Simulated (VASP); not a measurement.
Write the native input for VASP 6.6.1 that does the following.

| Property | Result |
| --- | --- |
| Task | single point |
| Functional | PBEsol |
| Potentials or basis | VASP PAW PBE potentials, release 64 (Si, Mo_sv) |
| Cutoff | 520 eV |
| k mesh | 9 × 9 × 6 |
| Occupations | gaussian, width 0.01 eV |
| Spin | no spin polarisation |
| Dipole correction | no |
| Further INCAR settings | ALGO = Normal; EDIFF = 1e-06; NBANDS = 43 |

The structure of Si2Mo lies in POSCAR:

```
Si2Mo
1.0
    4.5747399447      0.0000000000      0.0000000000
   -2.2873699723      3.9618410078      0.0000000000
    0.0000000000      0.0000000000      6.5669195758
Si Mo
6 3
Direct
    0.1641667986      0.8358332014      0.8333333333
    0.3283335973      0.1641667986      0.1666666667
    0.8358332014      0.6716664027      0.5000000000
    0.8358332014      0.1641667986      0.8333333333
    0.6716664027      0.8358332014      0.1666666667
    0.1641667986      0.3283335973      0.5000000000
    0.5000000000      0.0000000000      0.5000000000
    0.0000000000      0.5000000000      0.1666666667
    0.5000000000      0.5000000000      0.8333333333
```

These files were run (other wordings do the same):

INCAR

```
ALGO = Normal
EDIFF = 1E-6
ENCUT = 520
GGA = PS
ISIF = 2
ISMEAR = 0
LASPH = True
LCHARG = True
LELF = True
LREAL = False
LVHAR = True
LWAVE = False
NBANDS = 43
NELM = 100
PREC = Accurate
SIGMA = 0.01
```

KPOINTS

```
k-points
0
Gamma
  9 9 6
```

Potentials or basis: VASP PAW PBE potentials, release 64 (Si, Mo_sv).

The run is started by

```sh
$ cat potpaw_PBE.64/Si/POTCAR potpaw_PBE.64/Mo_sv/POTCAR > POTCAR
$ mpirun -np 1 vasp_std > vasp.out
```

Results of the run:

The pressure is 0.3 GPa and the band gap on the k mesh is 0.17 eV (least direct gap 0.59 eV).

Caveat: the PAW data sets were made with another functional, which shifts forces and pressure a little; an odd mesh through Γ misses points on the zone boundary, where band edges can lie.

It took 5.5 min on 1 thread of Intel Xeon 8259CL (shared host), peak memory 0.36 GiB.
